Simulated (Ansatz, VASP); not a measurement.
**Ir in VASP and in Ansatz**

```
CELL_PARAMETERS angstrom
-0.03871 1.93533 1.93533
1.93533 -0.03871 1.93533
1.89662 1.89662 0.00000
ATOMIC_POSITIONS crystal
Ir 0.00000 0.00000 0.00000
```

Change from the starting cell: strain -0.0400 x Voigt [0, 0, 0, 0, 0, 1], atoms carried along.

Alike in both runs: task single point; functional PBE; k mesh 26 × 26 × 26; occupations gaussian, width 0.15 eV; no spin polarisation.

|  | VASP | Ansatz |
| --- | --- | --- |
| version | VASP 6.6.1 | Ansatz 0.2.0 |
| potentials or method | VASP PAW PBE potentials, release 64 (Ir), cutoff 520 eV | scalar-relativistic, plane waves, PAW |
| valence electrons in the cell | 9 | 17 |

Ansatz gave:

```
gap on the k mesh at the Fermi level (eV)                     : none
pressure (GPa)                                                : 0.8
traceless stress, the component that is largest in VASP (GPa) : 10.40
```

Question: Which values does VASP return?

Answer: gap on the k mesh at the Fermi level (eV): none; pressure (GPa): 1.2; traceless stress, the component that is largest in VASP (GPa): 10.37.

A gap of «none» marks a metal or a gap that the smearing closes. With one functional, cell and mesh, what is left measures potentials, basis and numerics. VASP's potentials hold 9 valence electrons a cell and Ansatz's 17, so a difference there can come from the potentials and not from the codes.

Neither program's run includes spin-orbit coupling.
